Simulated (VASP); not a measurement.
Here is a VASP 6.6.1 calculation.

INCAR

```
PREC = Accurate
ENCUT = 520
EDIFF = 1E-6
ISMEAR = -1
SIGMA = 0.1
LREAL = False
LASPH = True
NELM = 80
ALGO = Normal
ISIF = 2
LWAVE = False
LCHARG = False
GGA = PE
NBANDS = 26
```

Contents of KPOINTS:

```
Automatic mesh
0
Gamma
  12 12 7
```

Contents of POSCAR:

```
ZnO
1.0
    2.4861346036      0.0000000000      0.0000000000
   -1.2430673018      2.1530557240      0.0000000000
    0.0000000000      0.0000000000      4.7102167054
Zn O
2 2
Direct
    0.0000000000      0.0000000000      0.0000000000
    0.0000000000      0.0000000000      0.5000000000
    0.3333333333      0.6666666667      0.2500000000
    0.6666666667      0.3333333333      0.7500000000
```

Potentials or basis: VASP PAW PBE potentials, release 64 (Zn, O).

Command:

```bash
$ cat potpaw_PBE.64/Zn/POTCAR potpaw_PBE.64/O/POTCAR > POTCAR
$ mpirun -np 1 vasp_std > vasp.out
```

(1) Estimate the pressure.

(2) What does it give for the band gap on the k mesh?

Answers

(1) 238.6 GPa.

(2) 3.42 eV.

Caveat: the cell stands under pressure; an odd mesh through Γ misses points on the zone boundary, where band edges can lie.
